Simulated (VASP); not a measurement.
C: single point with LDA

The system is C.

```
CELL_PARAMETERS angstrom
1.99752 0.00000 0.00000
-0.99876 1.72991 0.00000
0.00000 0.00000 1.56284
ATOMIC_POSITIONS crystal
C 0.00000 0.00000 0.00000
```

| Item | Value |
| --- | --- |
| Program | VASP 6.6.1 |
| Task | single point |
| Functional | LDA |
| Potentials or basis | VASP PAW LDA potentials, release 64 (C) |
| Cutoff | 600 eV |
| k mesh | 22 × 22 × 20 |
| Occupations | fermi-dirac, width 0.05 eV |
| Spin | no spin polarisation |

* Pressure: 1.1 GPa
* Band gap on the k mesh: zero (band 2 reaches 19.21 eV, above the bottom of band 3 at 3.76 eV)

Stress tensor (GPa, compression positive):
```
0.95 0.00 0.00
0.00 0.95 0.00
0.00 0.00 1.53
```

Levels at points of the mesh, in eV from the Fermi level:
```csv
k point,band 1,band 2,band 3,band 4,band 5,band 6,band 7
"(0.00, 0.00, 0.00)",-22.49,6.85,6.85,17.16,26.66,29.81,29.81
"(0.50, 0.00, 0.00)",-12.59,-12.04,2.42,17.33,19.37,37.49,48.73
"(0.00, 0.00, 0.50)",-12.24,-8.40,12.56,12.56,28.62,39.97,39.97
"(0.50, 0.00, 0.50)",-6.89,-2.40,2.47,9.20,10.39,30.95,31.29
```

Wall time 9.7 s on 1 thread of AMD EPYC 9R45 96-Core Processor (Zen 5), on a shared host, peak memory 0.09 GiB.
